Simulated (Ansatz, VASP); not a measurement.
**BaZrO3: VASP beside Ansatz**

File INCAR:

```
PREC = Accurate ; ENCUT = 520
EDIFF = 1E-6 ; ISMEAR = 0
SIGMA = 0.02 ; LREAL = False
LASPH = True ; NELM = 100
ALGO = Normal ; ISIF = 2
LWAVE = False ; LCHARG = False
GGA = PE ; NBANDS = 28
```

KPOINTS

```
regular mesh
0
Gamma
  6 6 6
```

The input POSCAR:

```
BaZrO3
1.0
    4.1634096475      0.0000000000      0.0000000000
    0.0000000000      4.1634096475      0.0000000000
    0.0000000000      0.0000000000      4.1634096475
Ba Zr O
1 1 3
Direct
    0.0000000000      0.0000000000      0.0000000000
    0.5000000000      0.5000000000      0.5000000000
    0.5000000000      0.0000000000      0.5000000000
    0.5000000000      0.5000000000      0.0000000000
    0.0000000000      0.5000000000      0.5000000000
```

Input for Ansatz:

```yaml
crystal:
  lattice:
    - [4.1634096475, 0.0, 0.0]
    - [0.0, 4.1634096475, 0.0]
    - [0.0, 0.0, 4.1634096475]
  atoms:
    - { symbol: Ba, position: [0.0, 0.0, 0.0] }
    - { symbol: Zr, position: [0.5, 0.5, 0.5] }
    - { symbol: O, position: [0.5, 0.0, 0.5] }
    - { symbol: O, position: [0.5, 0.5, 0.0] }
    - { symbol: O, position: [0.0, 0.5, 0.5] }
basis:
  ecutwfc: 420
kpoints:
  mp_grid: { grid: [6, 6, 6] }
hamiltonian:
  xc: pbe
scf:
  occupations: { method: gaussian, width: 0.02 }
output:
  forces: true
  stress: true
  eigenvalues: true
```

Change from the starting cell: equal strain along all axes, cell held, atoms relaxed: -1.5 %.

Alike in both runs: task single point; functional PBE; k mesh 6 × 6 × 6; occupations gaussian, width 0.02 eV; no spin polarisation.

|  | VASP | Ansatz |
| --- | --- | --- |
| version | VASP 6.6.1 | Ansatz 0.2.0 |
| potentials or method | VASP PAW PBE potentials, release 64 (Ba_sv, Zr_sv, O), cutoff 520 eV | scalar-relativistic, plane waves, PAW |
| valence electrons in the cell | 40 | 40 |

|  | VASP | Ansatz | Ansatz less VASP |
| --- | --- | --- | --- |
| gap on the k mesh at the Fermi level (eV) | 3.23 | 3.29 | +0.054 |
| least direct gap on the mesh (eV) | 3.43 | 3.46 | +0.024 |
| pressure (GPa) | 8.7 | 7.6 | -1.14 |

Spin-orbit coupling is off throughout.
